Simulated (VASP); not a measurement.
A run of VASP 6.6.1 is set up as follows.

File INCAR:

```
SYSTEM = Ba
  PREC = Accurate
  ENCUT = 520
  EDIFF = 1E-6
  ISMEAR = 0
  SIGMA = 0.1
  LREAL = .False.
  LASPH = .True.
  NELM = 80
  ALGO = Normal
  ISIF = 2
  LWAVE = .False.
  LCHARG = .False.
  GGA = PS
  NBANDS = 11
```

Contents of KPOINTS:

```
Automatic mesh
0
Gamma
  12 12 12
  0 0 0
```

The input POSCAR:

```
Ba
1.0
   -2.5433252473      2.5433252473      2.5433252473
    2.5433252473     -2.5433252473      2.5433252473
    2.5433252473      2.5433252473     -2.5433252473
Ba
1
Direct
    0.0000000000      0.0000000000      0.0000000000
```

Potentials or basis: VASP PAW PBE potentials, release 64 (Ba_sv).

Run with:

```console
$ cat potpaw_PBE.64/Ba_sv/POTCAR > POTCAR
$ mpirun -np 1 vasp_std > vasp.out
```

Q: Estimate the band gap on the k mesh.

A: Zero (band 5 reaches 1.88 eV, above the bottom of band 6 at 0.92 eV).

Q: What does it give for the pressure?

A: -0.9 GPa.

Caveat: the cell differs from its parent crystal (Ca replaced by Ba, lengths x 1.133, strained); the PAW data sets were made with another functional, which shifts forces and pressure a little; spin-orbit coupling is left out, which moves the levels of the heavy elements.
